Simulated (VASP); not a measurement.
# Cd (P6_3/mmc) in VASP: single point with PBE

Aim: the single point of Cd with PBE.

Program: VASP 6.6.1. These are calculated values, not measurements. Logs are shortened: lines on timing, memory, paths and dates and some standing lists are left out, and cuts for length are marked.

## 1. The cell of the first run

Symmetry: P6_3/mmc, No. 194, hexagonal system. The conventional cell has a = 3.812 Å, b = 3.812 Å, c = 9.563 Å, α = 90.00°, β = 90.00°, γ = 120.00°. Within 5.0 Å of Cd (site symmetry -6m2) lie 6 Cd at 3.81 Å.

## 2. Single point, PBE

Contents of INCAR:

```
SYSTEM = Cd
PREC = Accurate ; ENCUT = 500
EDIFF = 1E-6 ; ISMEAR = 0
SIGMA = 0.1 ; LREAL = .False.
LASPH = .True. ; NELM = 120
ALGO = Normal ; ISIF = 2
LWAVE = .False. ; LCHARG = .False.
GGA = PE ; NBANDS = 19
GGA_COMPAT = .False.
```

Contents of KPOINTS:

```
Automatic mesh
0
Gamma
  7 7 3
  0 0 0
```

Contents of POSCAR:

```
Cd
1.0
    3.8117740000      0.0000000000      0.0000000000
   -1.9058870000      3.3010930000      0.0000000000
    0.0000000000      0.0000000000      9.5625610000
Cd
2
Direct
    0.3333333333      0.6666666667      0.5190610000
    0.6666666667      0.3333333333      0.0190610000
```

Potentials or basis: VASP PAW PBE potentials, release 64 (Cd).

Started as:

```bash
> cat potpaw_PBE.64/Cd/POTCAR > POTCAR
> mpirun -np 1 vasp_std > vasp.out
```

OUTCAR:

```text
SYSTEM = Cd
   PREC = Accurate
   ENCUT = 500
   EDIFF = 1E-6
   ISMEAR = 0
   LREAL = .False.
   LASPH = .True.
   NELM = 120
   ISIF = 2
   GGA = PE

 ion  position               nearest neighbor table
   1  0.333  0.667  0.519-
   2  0.667  0.333  0.019-

  LATTYP: Found a hexagonal cell.
 ALAT       =     3.8117740000
 C/A-ratio  =     2.5086904418

  Lattice vectors:

 A1 = (   3.8117740000,   0.0000000000,   0.0000000000)
 A2 = (  -1.9058870000,   3.3010930000,   0.0000000000)
 A3 = (   0.0000000000,   0.0000000000,   9.5625610000)

Analysis of symmetry for initial positions (statically):
=====================================================================
 Subroutine PRICEL returns:
 Original cell was already a primitive cell.

 Routine SETGRP: Setting up the symmetry group for a
 hexagonal supercell.

 Subroutine GETGRP returns: Found 24 space group operations
 (whereof  6 operations were pure point group operations)
 out of a pool of 24 trial point group operations.

The static configuration has the point symmetry C_3v.
 The point group associated with its full space group is D_6h.

Analysis of symmetry for dynamics (positions and initial velocities):
=====================================================================
 Subroutine PRICEL returns:
 Original cell was already a primitive cell.

 Routine SETGRP: Setting up the symmetry group for a
 hexagonal supercell.

 Subroutine GETGRP returns: Found 24 space group operations
 (whereof  6 operations were pure point group operations)
 out of a pool of 24 trial point group operations.

The dynamic configuration has the point symmetry C_3v.
 The point group associated with its full space group is D_6h.

 Subroutine INISYM returns: Found 24 space group operations
 (whereof  6 operations are pure point group operations),
 and found     1 'primitive' translations

----------------------------------------------------------------------------------------

                                     Primitive cell

  volume of cell :     120.3259

  direct lattice vectors                    reciprocal lattice vectors
     3.811774000  0.000000000  0.000000000     0.262345039  0.151464984  0.000000000
    -1.905887000  3.301093000  0.000000000     0.000000000  0.302929969  0.000000000
     0.000000000  0.000000000  9.562561000     0.000000000  0.000000000  0.104574496

  length of vectors
     3.811774000  3.811773898  9.562561000     0.302929961  0.302929969  0.104574496

  position of ions in fractional coordinates (direct lattice)
     0.333333333  0.666666667  0.519061000
     0.666666667  0.333333333  0.019061000

  ion indices of the primitive-cell ions
   primitive index   ion index
                 1           1
                 2           2

----------------------------------------------------------------------------------------

 KPOINTS: Automatic mesh

Automatic generation of k-mesh.
 Grid dimensions read from file:
 generate k-points for:    7    7    3

 Generating k-lattice:

  Cartesian coordinates                     Fractional coordinates (reciprocal lattice)
     0.037477863  0.021637855  0.000000000     0.142857143  0.000000000  0.000000000
     0.000000000  0.043275710  0.000000000     0.000000000  0.142857143  0.000000000
     0.000000000  0.000000000  0.034858165     0.000000000  0.000000000  0.333333333

  Length of vectors
     0.043275709  0.043275710  0.034858165

  Shift w.r.t. Gamma in fractional coordinates (k-lattice)
     0.000000000  0.000000000  0.000000000

 Subroutine IBZKPT returns following result:
 ===========================================

 Found     16 irreducible k-points:

 Following reciprocal coordinates:
            Coordinates               Weight
  0.000000  0.000000  0.000000      1.000000
  0.142857  0.000000  0.000000      6.000000
  0.285714  0.000000  0.000000      6.000000
  0.428571  0.000000  0.000000      6.000000
  0.142857  0.142857  0.000000      6.000000
  0.285714  0.142857  0.000000     12.000000
[... 8 lines left out ...]
  0.428571  0.142857  0.333333     12.000000
  0.285714  0.285714  0.333333     12.000000
   k-points           NKPTS =     16   k-points in BZ     NKDIM =     16   number of bands    NBANDS=     19
   number of dos      NEDOS =    301   number of ions     NIONS =      2
   total plane-waves  NPLWV =  54880
   dimension x,y,z NGX =    28 NGY =   28 NGZ =   70
   dimension x,y,z NGXF=    56 NGYF=   56 NGZF=  140
   ions per type =               2
   NGX,Y,Z   is equivalent  to a cutoff of  12.21, 12.21, 12.17 a.u.
   NGXF,Y,Z  is equivalent  to a cutoff of  24.42, 24.42, 24.34 a.u.
 SYSTEM =  Cd
   PREC   = accura    normal or accurate (medium, high low for compatibility)
   ISTART =      0    job   : 0-new  1-cont  2-samecut
   ICHARG =      2    charge: 1-file 2-atom 10-const
   ISPIN  =      1    spin polarized calculation?
   LNONCOLLINEAR =      F non collinear calculations
   LSORBIT =      F    spin-orbit coupling
   LASPH  =      T    aspherical Exc in radial PAW
   ENCUT  =  500.0 eV  36.75 Ry    6.06 a.u.   6.95  6.95 17.43*2*pi/ulx,y,z
   NELM   =    120;   NELMIN=  2; NELMDL= -5     # of ELM steps
   EDIFF  = 0.1E-05   stopping-criterion for ELM
   LREAL  =      F    real-space projection
   EDIFFG = 0.1E-04   stopping-criterion for IOM
   NSW    =      0    number of steps for IOM
   IBRION =     -1    ionic relax: 0-MD 1-quasi-New 2-CG
   NFREE  =      0    steps in history (QN), initial steepest desc. (CG)
   ISIF   =      2    stress and relaxation
   ISYM   =      2    0-nonsym 1-usesym 2-fastsym
   POTIM  = 0.5000    time-step for ionic-motion
   TEBEG  =    0.0;   TEEND  =   0.0 temperature during run
   PSTRESS=    0.0 pullay stress
   NELECT =      24.0000    total number of electrons
   NUPDOWN=      -1.0000    fix difference up-down
   EMIN   =  10.00;   EMAX   =-10.00  energy-range for DOS
   EFERMI =   0.00;   METHOD = LEGACY
   ISMEAR =     0;   SIGMA  =   0.10  broadening in eV -4-tet -1-fermi 0-gaus
   EFERMI_NEDOS =   21; number of points for ismear=-14 and -15
   IALGO  =     38    algorithm
   IMIX   =      4    mixing-type and parameters
     AMIX     =   0.40;   BMIX     =  1.00
     AMIX_MAG =   1.60;   BMIX_MAG =  1.00
  volume/ion in A,a.u.               =      60.16       406.00
  Fermi-wavevector in a.u.,A,eV,Ry     =   0.956516  1.807553 12.448279  0.914923
  Thomas-Fermi vector in A             =   2.085451
   LORBIT       =      0    0 simple, 1 ext, 2 COOP (PROOUT), +10 PAW based schemes
   GGA     = PE    functional components
   LHFCALC =     F    Hartree Fock is set to
   AEXX    =    0.0000 exact exchange contribution
   IVDW    =     0    specifies the selected vdW correction
   LEPSILON=     F    determine dielectric tensor
   LRPA    =     F    only Hartree local field effects (RPA)
 non-spin polarized calculation
 Gauss-broadening in eV      SIGMA  =   0.10
  energy-cutoff  :      500.00
  volume of cell :      120.33
 maximum number of plane-waves:      3071
 NGX is ok and might be reduce to    28
   NGX = 13   NGY = 13   NGZ = 35

 number of electron      23.9999999 magnetization

 Free energy of the ion-electron system (eV)
  ---------------------------------------------------
  ext. energy  EPLUGINS =         0.00000000
  ---------------------------------------------------
  free energy    TOTEN  =        -0.41711651 eV

  energy without entropy =       -0.41711650  energy(sigma->0) =       -0.41711651

 E-fermi :  -1.6350     XC(G=0):  -6.2393

 val. band max:       -1.9941077184   @ k =   0.2857   0.2857   0.0000
 cond. band min:      -1.3009204934   @ k =   0.0000   0.0000   0.0000
 fundamental gap:      0.6931872250
 Fermi energy:        -1.6350391349

 k-point     1 :       0.0000    0.0000    0.0000
  band No.  band energies     occupation
      1      -9.5479      2.00000
      2      -9.5393      2.00000
      3      -9.4674      2.00000
      4      -9.4674      2.00000
      5      -9.4670      2.00000
      6      -9.4670      2.00000
[... 11 lines left out ...]
     18       7.7444      0.00000
     19       7.7444      0.00000

 k-point     2 :       0.1429    0.0000    0.0000
  band No.  band energies     occupation
      1      -9.5272      2.00000
      2      -9.5199      2.00000
      3      -9.4715      2.00000
      4      -9.4698      2.00000
      5      -9.4315      2.00000
      6      -9.4311      2.00000
[... 11 lines left out ...]
     18       6.6417      0.00000
     19       7.0700      0.00000

 k-point     3 :       0.2857    0.0000    0.0000
  band No.  band energies     occupation
      1      -9.5394      2.00000
      2      -9.5368      2.00000
      3      -9.4518      2.00000
      4      -9.4467      2.00000
      5      -9.4284      2.00000
      6      -9.4197      2.00000
[... 11 lines left out ...]
     18       5.5060      0.00000
     19       5.9721      0.00000

 k-point     4 :       0.4286    0.0000    0.0000
  band No.  band energies     occupation
      1      -9.5676      2.00000
      2      -9.5646      2.00000
      3      -9.4918      2.00000
      4      -9.4845      2.00000
      5      -9.4036      2.00000
      6      -9.3977      2.00000
[... 11 lines left out ...]
     18       5.1964      0.00000
     19       5.3161      0.00000

 k-point     5 :       0.1429    0.1429    0.0000
  band No.  band energies     occupation
      1      -9.4929      2.00000
      2      -9.4869      2.00000
      3      -9.4847      2.00000
      4      -9.4836      2.00000
      5      -9.4334      2.00000
      6      -9.4315      2.00000
[... 11 lines left out ...]
     18       4.7934      0.00000
     19       5.0515      0.00000
[... 158 lines left out ...]
      2      -9.4882      2.00000
      3      -9.4847      2.00000
      4      -9.4843      2.00000
      5      -9.4326      2.00000
      6      -9.4317      2.00000
[... 11 lines left out ...]
     18       4.9205      0.00000
     19       6.1405      0.00000

 k-point    14 :       0.2857    0.1429    0.3333
  band No.  band energies     occupation
      1      -9.5152      2.00000
      2      -9.5137      2.00000
      3      -9.4718      2.00000
      4      -9.4691      2.00000
      5      -9.4177      2.00000
      6      -9.4147      2.00000
[... 11 lines left out ...]
     18       3.6810      0.00000
     19       5.7459      0.00000

 k-point    15 :       0.4286    0.1429    0.3333
  band No.  band energies     occupation
      1      -9.5286      2.00000
      2      -9.5269      2.00000
      3      -9.4881      2.00000
      4      -9.4846      2.00000
      5      -9.4176      2.00000
      6      -9.4146      2.00000
[... 11 lines left out ...]
     18       3.3378      0.00000
     19       4.8103      0.00000

 k-point    16 :       0.2857    0.2857    0.3333
  band No.  band energies     occupation
      1      -9.4716      2.00000
      2      -9.4689      2.00000
      3      -9.4402      2.00000
      4      -9.4388      2.00000
      5      -9.4378      2.00000
      6      -9.4370      2.00000
[... 11 lines left out ...]
     18       3.1637      0.00000
     19       5.5091      0.00000

------------------------ aborting loop because EDIFF is reached ----------------------------------------

  FORCE on cell =-STRESS in cart. coord.  units (eV):
  Direction    XX          YY          ZZ          XY          YZ          ZX
  --------------------------------------------------------------------------------------
  -------------------------------------------------------------------------------------
  Total       -0.7560015     -0.7560015     -0.2529407      0.0000000     -0.0000000      0.0000000
  in kB      -10.0663986    -10.0663979     -3.3679846      0.0000000     -0.0000000      0.0000000
  external PRESSURE =      -7.8335937 kB  Pullay stress =       0.0000000 kB

 VOLUME and BASIS-vectors are now :
 -----------------------------------------------------------------------------
  energy-cutoff  :      500.00
  volume of cell :      120.33
      direct lattice vectors                 reciprocal lattice vectors
     3.811774000  0.000000000  0.000000000     0.262345039  0.151464984  0.000000000
    -1.905887000  3.301093000  0.000000000     0.000000000  0.302929969  0.000000000
     0.000000000  0.000000000  9.562561000     0.000000000  0.000000000  0.104574496

 POSITION                                       TOTAL-FORCE (eV/Angst)
 -----------------------------------------------------------------------------------
     -0.00000      2.20073      4.96355        -0.000000     -0.000000      0.000000
      1.90589      1.10036      0.18227         0.000000      0.000000     -0.000000
 -----------------------------------------------------------------------------------
    total drift:                                0.000000      0.000000      0.000102

  FREE ENERGIE OF THE ION-ELECTRON SYSTEM (eV)
  ---------------------------------------------------
  free  energy   TOTEN  =        -0.4171165142 eV

  energy  without entropy=       -0.4171165029  energy(sigma->0) =       -0.41711651
```

Run time: 65 s. Hardware: 1 thread of Intel Xeon 8259CL, shared host; peak memory 0.18 GiB.

Results:

| Quantity | Value |
| --- | --- |
| Free energy | -0.4171 eV |
| Pressure | -0.8 GPa |
| Band gap on the k mesh | 0.69 eV (least direct gap 1.50 eV) |
